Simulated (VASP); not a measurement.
# GaN (gallium nitride) (P6_3mc) in VASP: a series of runs

The runs below take GaN (gallium nitride) through single point, relaxation of cell and atoms, with PBE.

Everything below comes from runs of VASP 6.6.1. Logs are shortened: lines on timing, memory, paths and dates and some standing lists are left out, and cuts for length are marked.

### 1 The cell of the first run

It takes space group P6_3mc (No. 186, hexagonal). Conventional cell: a = 3.218 Å, b = 3.218 Å, c = 5.243 Å, α = 90.00°, β = 90.00°, γ = 120.00°. Within 2.6 Å of Ga (site symmetry 3m) lie 4 N at 1.97 to 1.98 Å. N (site symmetry 3m) has 4 Ga at 1.97 to 1.98 Å within 2.6 Å.

### 2 Single point, PBE

The input, INCAR:

```
PREC = Accurate
ENCUT = 520
EDIFF = 1E-7
ISMEAR = 0
SIGMA = 0.01
LREAL = False
LASPH = True
NELM = 80
ALGO = Normal
ISIF = 2
LWAVE = False
LCHARG = False
GGA = PE
NBANDS = 26
```

The input, KPOINTS:

```
regular mesh
0
Gamma
  8 8 5
```

The input, POSCAR:

```
GaN
1.0
    3.2180015741      0.0000000000      0.0000000000
   -1.6090007870      2.7868711126      0.0000000000
    0.0000000000      0.0000000000      5.2430239502
Ga N
2 2
Direct
    0.3333333333      0.6666666667      0.0000456730
    0.6666666667      0.3333333333      0.5000456730
    0.3333333333      0.6666666667      0.3767543270
    0.6666666667      0.3333333333      0.8767543270
```

Potentials or basis: VASP PAW PBE potentials, release 64 (Ga_d, N).

Command:

```bash
cat potpaw_PBE.64/Ga_d/POTCAR potpaw_PBE.64/N/POTCAR > POTCAR
mpirun -np 1 vasp_std > vasp.out
```

OUTCAR:

```text
PREC = Accurate
   ENCUT = 520
   EDIFF = 1E-7
   ISMEAR = 0
   LREAL = False
   LASPH = True
   NELM = 80
   ISIF = 2
   GGA = PE

 ion  position               nearest neighbor table
   1  0.333  0.667  0.000-   4 1.97   4 1.97   4 1.97   3 1.98
   2  0.667  0.333  0.500-   3 1.97   3 1.97   3 1.97   4 1.98
   3  0.333  0.667  0.377-   2 1.97   2 1.97   2 1.97   1 1.98
   4  0.667  0.333  0.877-   1 1.97   1 1.97   1 1.97   2 1.98

  LATTYP: Found a hexagonal cell.
 ALAT       =     3.2180015741
 C/A-ratio  =     1.6292794859

  Lattice vectors:

 A1 = (   3.2180015741,   0.0000000000,   0.0000000000)
 A2 = (  -1.6090007870,   2.7868711126,   0.0000000000)
 A3 = (   0.0000000000,   0.0000000000,   5.2430239502)

Analysis of symmetry for initial positions (statically):
=====================================================================
 Subroutine PRICEL returns:
 Original cell was already a primitive cell.

 Routine SETGRP: Setting up the symmetry group for a
 hexagonal supercell.

 Subroutine GETGRP returns: Found 12 space group operations
 (whereof  6 operations were pure point group operations)
 out of a pool of 24 trial point group operations.

The static configuration has the point symmetry C_3v.
 The point group associated with its full space group is C_6v.

Analysis of symmetry for dynamics (positions and initial velocities):
=====================================================================
 Subroutine PRICEL returns:
 Original cell was already a primitive cell.

 Routine SETGRP: Setting up the symmetry group for a
 hexagonal supercell.

 Subroutine GETGRP returns: Found 12 space group operations
 (whereof  6 operations were pure point group operations)
 out of a pool of 24 trial point group operations.

The dynamic configuration has the point symmetry C_3v.
 The point group associated with its full space group is C_6v.

 Subroutine INISYM returns: Found 12 space group operations
 (whereof  6 operations are pure point group operations),
 and found     1 'primitive' translations

----------------------------------------------------------------------------------------

                                     Primitive cell

  volume of cell :      47.0203

  direct lattice vectors                    reciprocal lattice vectors
     3.218001574  0.000000000  0.000000000     0.310751868  0.179412675  0.000000000
    -1.609000787  2.786871113  0.000000000     0.000000000  0.358825349  0.000000000
     0.000000000  0.000000000  5.243023950     0.000000000  0.000000000  0.190729627

  length of vectors
     3.218001574  3.218001574  5.243023950     0.358825349  0.358825349  0.190729627

  position of ions in fractional coordinates (direct lattice)
     0.333333333  0.666666667  0.000045673
     0.666666667  0.333333333  0.500045673
     0.333333333  0.666666667  0.376754327
     0.666666667  0.333333333  0.876754327

  ion indices of the primitive-cell ions
   primitive index   ion index
                 1           1
                 2           2
                 3           3
                 4           4

----------------------------------------------------------------------------------------

 KPOINTS: regular mesh

Automatic generation of k-mesh.
 Grid dimensions read from file:
 generate k-points for:    8    8    5

 Generating k-lattice:

  Cartesian coordinates                     Fractional coordinates (reciprocal lattice)
     0.038843983  0.022426584  0.000000000     0.125000000 -0.000000000  0.000000000
     0.000000000  0.044853169  0.000000000     0.000000000  0.125000000  0.000000000
     0.000000000  0.000000000  0.038145925     0.000000000  0.000000000  0.200000000

  Length of vectors
     0.044853169  0.044853169  0.038145925

  Shift w.r.t. Gamma in fractional coordinates (k-lattice)
     0.000000000  0.000000000  0.000000000

 Subroutine IBZKPT returns following result:
 ===========================================

 Found     30 irreducible k-points:

 Following reciprocal coordinates:
            Coordinates               Weight
  0.000000  0.000000  0.000000      1.000000
  0.125000 -0.000000  0.000000      6.000000
  0.250000 -0.000000  0.000000      6.000000
  0.375000 -0.000000  0.000000      6.000000
  0.500000 -0.000000  0.000000      3.000000
  0.125000  0.125000  0.000000      6.000000
[... 16 lines left out ...]
  0.250000 -0.000000  0.400000     12.000000
  0.375000 -0.000000  0.400000     12.000000
 [... further k-points ...]
   k-points           NKPTS =     30   k-points in BZ     NKDIM =     30   number of bands    NBANDS=     26
   number of dos      NEDOS =    301   number of ions     NIONS =      4
   total plane-waves  NPLWV =  23040
   dimension x,y,z NGX =    24 NGY =   24 NGZ =   40
   dimension x,y,z NGXF=    48 NGYF=   48 NGZF=   80
   ions per type =               2   2
   NGX,Y,Z   is equivalent  to a cutoff of  12.40, 12.40, 12.68 a.u.
   NGXF,Y,Z  is equivalent  to a cutoff of  24.80, 24.80, 25.37 a.u.
 SYSTEM =  unknown system
   PREC   = accura    normal or accurate (medium, high low for compatibility)
   ISTART =      0    job   : 0-new  1-cont  2-samecut
   ICHARG =      2    charge: 1-file 2-atom 10-const
   ISPIN  =      1    spin polarized calculation?
   LNONCOLLINEAR =      F non collinear calculations
   LSORBIT =      F    spin-orbit coupling
   LASPH  =      T    aspherical Exc in radial PAW
   ENCUT  =  520.0 eV  38.22 Ry    6.18 a.u.   5.98  5.98  9.75*2*pi/ulx,y,z
   NELM   =     80;   NELMIN=  2; NELMDL= -5     # of ELM steps
   EDIFF  = 0.1E-06   stopping-criterion for ELM
   LREAL  =      F    real-space projection
   EDIFFG = 0.1E-05   stopping-criterion for IOM
   NSW    =      0    number of steps for IOM
   IBRION =     -1    ionic relax: 0-MD 1-quasi-New 2-CG
   NFREE  =      0    steps in history (QN), initial steepest desc. (CG)
   ISIF   =      2    stress and relaxation
   ISYM   =      2    0-nonsym 1-usesym 2-fastsym
   POTIM  = 0.5000    time-step for ionic-motion
   TEBEG  =    0.0;   TEEND  =   0.0 temperature during run
   PSTRESS=    0.0 pullay stress
   NELECT =      36.0000    total number of electrons
   NUPDOWN=      -1.0000    fix difference up-down
   EMIN   =  10.00;   EMAX   =-10.00  energy-range for DOS
   EFERMI =   0.00;   METHOD = LEGACY
   ISMEAR =     0;   SIGMA  =   0.01  broadening in eV -4-tet -1-fermi 0-gaus
   EFERMI_NEDOS =   21; number of points for ismear=-14 and -15
   IALGO  =     38    algorithm
   IMIX   =      4    mixing-type and parameters
     AMIX     =   0.40;   BMIX     =  1.00
     AMIX_MAG =   1.60;   BMIX_MAG =  1.00
  volume/ion in A,a.u.               =      11.76        79.33
  Fermi-wavevector in a.u.,A,eV,Ry     =   1.497663  2.830172 30.517779  2.242993
  Thomas-Fermi vector in A             =   2.609522
   LORBIT       =      0    0 simple, 1 ext, 2 COOP (PROOUT), +10 PAW based schemes
   GGA     = PE    functional components
   LHFCALC =     F    Hartree Fock is set to
   AEXX    =    0.0000 exact exchange contribution
   IVDW    =     0    specifies the selected vdW correction
   LEPSILON=     F    determine dielectric tensor
   LRPA    =     F    only Hartree local field effects (RPA)
 non-spin polarized calculation
 Gauss-broadening in eV      SIGMA  =   0.01
  energy-cutoff  :      520.00
  volume of cell :       47.02
 maximum number of plane-waves:      1279
 NGX is ok and might be reduce to    24
   NGX = 11   NGY = 11   NGZ = 19

 number of electron      35.9999955 magnetization

 Free energy of the ion-electron system (eV)
  ---------------------------------------------------
  ext. energy  EPLUGINS =         0.00000000
  ---------------------------------------------------
  free energy    TOTEN  =       -24.32731241 eV

  energy without entropy =      -24.32731241  energy(sigma->0) =      -24.32731241

 E-fermi :   5.0912     XC(G=0): -11.5164

 val. band max:        5.0122219710   @ k =   0.0000   0.0000   0.0000
 cond. band min:       6.7291758044   @ k =   0.0000   0.0000   0.0000
 fundamental gap:      1.7169538335
 Fermi energy:         5.0911725583

 k-point     1 :       0.0000    0.0000    0.0000
  band No.  band energies     occupation
      1     -10.7256      2.00000
      2      -9.9016      2.00000
      3      -8.4091      2.00000
      4      -8.3947      2.00000
      5      -8.3947      2.00000
      6      -8.3389      2.00000
[... 18 lines left out ...]
     25      16.5019      0.00000
     26      16.5019      0.00000

 k-point     2 :       0.1250   -0.0000    0.0000
  band No.  band energies     occupation
      1     -10.5852      2.00000
      2      -9.8683      2.00000
      3      -8.3934      2.00000
      4      -8.3751      2.00000
      5      -8.3439      2.00000
      6      -8.3196      2.00000
[... 18 lines left out ...]
     25      16.0535      0.00000
     26      16.8126      0.00000

 k-point     3 :       0.2500   -0.0000    0.0000
  band No.  band energies     occupation
      1     -10.2620      2.00000
      2      -9.8057      2.00000
      3      -8.3578      2.00000
      4      -8.3405      2.00000
      5      -8.2789      2.00000
      6      -8.2454      2.00000
[... 18 lines left out ...]
     25      16.2764      0.00000
     26      17.4844      0.00000

 k-point     4 :       0.3750   -0.0000    0.0000
  band No.  band energies     occupation
      1      -9.9947      2.00000
      2      -9.7664      2.00000
      3      -8.3445      2.00000
      4      -8.3274      2.00000
      5      -8.2460      2.00000
      6      -8.1953      2.00000
[... 18 lines left out ...]
     25      16.7469      0.00000
     26      17.9692      0.00000

 k-point     5 :       0.5000   -0.0000    0.0000
  band No.  band energies     occupation
      1      -9.9087      2.00000
      2      -9.7563      2.00000
      3      -8.3475      2.00000
      4      -8.3271      2.00000
      5      -8.2380      2.00000
      6      -8.1990      2.00000
[... 18 lines left out ...]
     25      17.2922      0.00000
     26      18.0297      0.00000

 k-point     6 :       0.1250    0.1250    0.0000
  band No.  band energies     occupation
      1     -10.3526      2.00000
      2      -9.8215      2.00000
      3      -8.3603      2.00000
      4      -8.3537      2.00000
      5      -8.2953      2.00000
      6      -8.2819      2.00000
[... 427 lines left out ...]
 k-point    21 :       0.0000    0.0000    0.4000
  band No.  band energies     occupation
      1     -10.3510      2.00000
      2     -10.0841      2.00000
      3      -8.3837      2.00000
      4      -8.3837      2.00000
      5      -8.3662      2.00000
      6      -8.3662      2.00000
[... 18 lines left out ...]
     25      15.5397      0.00000
     26      15.5397      0.00000

 k-point    22 :       0.1250   -0.0000    0.4000
  band No.  band energies     occupation
      1     -10.2467      2.00000
      2     -10.0171      2.00000
      3      -8.3700      2.00000
      4      -8.3601      2.00000
      5      -8.3513      2.00000
      6      -8.3402      2.00000
[... 18 lines left out ...]
     25      15.4216      0.00000
     26      15.9156      0.00000

 k-point    23 :       0.2500   -0.0000    0.4000
  band No.  band energies     occupation
      1     -10.0254      2.00000
      2      -9.8841      2.00000
      3      -8.3462      2.00000
      4      -8.3212      2.00000
      5      -8.3094      2.00000
      6      -8.2798      2.00000
[... 18 lines left out ...]
     25      16.1296      0.00000
     26      16.7101      0.00000

 k-point    24 :       0.3750   -0.0000    0.4000
  band No.  band energies     occupation
      1      -9.8624      2.00000
      2      -9.7929      2.00000
      3      -8.3515      2.00000
      4      -8.3200      2.00000
      5      -8.2740      2.00000
      6      -8.2280      2.00000
[... 18 lines left out ...]
     25      16.4496      0.00000
     26      17.3453      0.00000

 [... further k-points ...]
[... 5 lines left out ...]
  --------------------------------------------------------------------------------------
  -------------------------------------------------------------------------------------
  Total        0.0421907      0.0421907      0.0438892      0.0000000      0.0000000      0.0000000
  in kB        1.4376148      1.4376148      1.4954885      0.0000000      0.0000000      0.0000000
  external PRESSURE =       1.4569060 kB  Pullay stress =       0.0000000 kB

 VOLUME and BASIS-vectors are now :
 -----------------------------------------------------------------------------
  energy-cutoff  :      520.00
  volume of cell :       47.02
      direct lattice vectors                 reciprocal lattice vectors
     3.218001574  0.000000000  0.000000000     0.310751868  0.179412675  0.000000000
    -1.609000787  2.786871113  0.000000000     0.000000000  0.358825349  0.000000000
     0.000000000  0.000000000  5.243023950     0.000000000  0.000000000  0.190729627

 POSITION                                       TOTAL-FORCE (eV/Angst)
 -----------------------------------------------------------------------------------
     -0.00000      1.85791      0.00024        -0.000000      0.000000     -0.000429
      1.60900      0.92896      2.62175         0.000000     -0.000000     -0.000429
     -0.00000      1.85791      1.97533         0.000000      0.000000      0.000429
      1.60900      0.92896      4.59684        -0.000000     -0.000000      0.000429
 -----------------------------------------------------------------------------------
    total drift:                               -0.000001     -0.000001     -0.000509

  FREE ENERGIE OF THE ION-ELECTRON SYSTEM (eV)
  ---------------------------------------------------
  free  energy   TOTEN  =       -24.3273124100 eV

  energy  without entropy=      -24.3273124100  energy(sigma->0) =      -24.32731241
```

It took 14 s on 1 thread of Intel Xeon 6975P-C (Granite Rapids), shared host; peak memory 0.17 GiB.

Results:

* Free energy: -24.3273 eV
* Pressure: 0.1 GPa
* Band gap on the k mesh: 1.72 eV, direct

### 3 Relaxation of cell and atoms, PBE

This run uses another cell than the first one, of 11.43 Å³/atom, 0.973 times its volume.

The input, INCAR:

```
SYSTEM = GaN
PREC = Accurate ; ENCUT = 600
EDIFF = 1E-7 ; ISMEAR = 0
SIGMA = 0.01 ; LREAL = .False.
LASPH = .True. ; NELM = 80
ALGO = Normal ; ISIF = 3
LWAVE = .False. ; LCHARG = .False.
GGA = PE ; IBRION = 2
NSW = 80 ; EDIFFG = -0.002
```

The input, KPOINTS:

```
Automatic mesh
0
Gamma
  8 8 5
  0 0 0
```

The input, POSCAR:

```
GaN
1.0
    3.1900000000      0.0000000000      0.0000000000
   -1.5950000000      2.7626210381      0.0000000000
    0.0000000000      0.0000000000      5.1890000000
Ga N
2 2
Direct
    0.3333333333      0.6666666667      0.0000000000
    0.6666666667      0.3333333333      0.5000000000
    0.3333333333      0.6666666667      0.3768000000
    0.6666666667      0.3333333333      0.8768000000
```

Potentials or basis: VASP PAW PBE potentials, release 64 (Ga_d, N).

Command:

```bash
cat potpaw_PBE.64/Ga_d/POTCAR potpaw_PBE.64/N/POTCAR > POTCAR
mpirun -np 1 vasp_std > vasp.out
```

Run time: 78 s. Hardware: 1 thread of Intel Xeon 6975P-C (Granite Rapids), shared host; peak memory 0.2 GiB.

The run converged. Its results:

```yaml
Free_energy: -24.3285 eV
Relaxed_volume: 11.76 Å³/atom
Relaxed_cell: a = 3.218 Å, b = 3.218 Å, c = 5.243 Å, α = 90.00°, β = 90.00°, γ = 120.00°
Space_group_after_relaxing_to_0.05_Å: P6_3mc (No. 186)
Energy_gained_by_relaxing: 5.0 meV/atom
Ionic_steps: 7
Pressure_after_relaxing: 0.0 GPa
Band_gap_on_the_k_mesh: 1.72 eV, direct
```

The path:
| step | energy change (eV) | largest force (eV/Å) | pressure (GPa) | volume (Å³) |
| --- | --- | --- | --- | --- |
| 1 | 0.0000 | 0.0063 | 5.05 | 45.73 |
| 2 | -0.0061 | 0.0079 | -3.84 | 48.15 |
| 3 | -0.0199 | 0.0028 | -0.02 | 47.03 |
| 4 | -0.0199 | 0.0027 | 0.08 | 47.00 |
| 5 | -0.0199 | 0.0041 | 0.08 | 47.00 |
| 6 | -0.0199 | 0.0047 | 0.08 | 47.00 |
| 7 | -0.0199 | 0.0007 | -0.02 | 47.03 |

Final structure:
```xyz
4
Lattice="3.2183 0.0000 0.0000 -1.6091 2.7871 0.0000 0.0000 0.0000 5.2431" Properties=species:S:1:pos:R:3 pbc="T T T"
Ga    0.0000    1.8581    0.0002
Ga    1.6091    0.9290    2.6217
N     0.0000    1.8581    1.9755
N     1.6091    0.9290    4.5970
```

Levels at points of the mesh, in eV from the valence-band top:
| k point | band 16 | band 17 | band 18 | band 19 | band 20 | band 21 |
| --- | --- | --- | --- | --- | --- | --- |
| (0.00, 0.00, 0.00) | -0.04 | 0.00 | 0.00 | 1.72 | 4.07 | 9.02 |
| (0.50, 0.00, 0.00) | -2.64 | -2.11 | -0.96 | 4.98 | 5.37 | 5.98 |
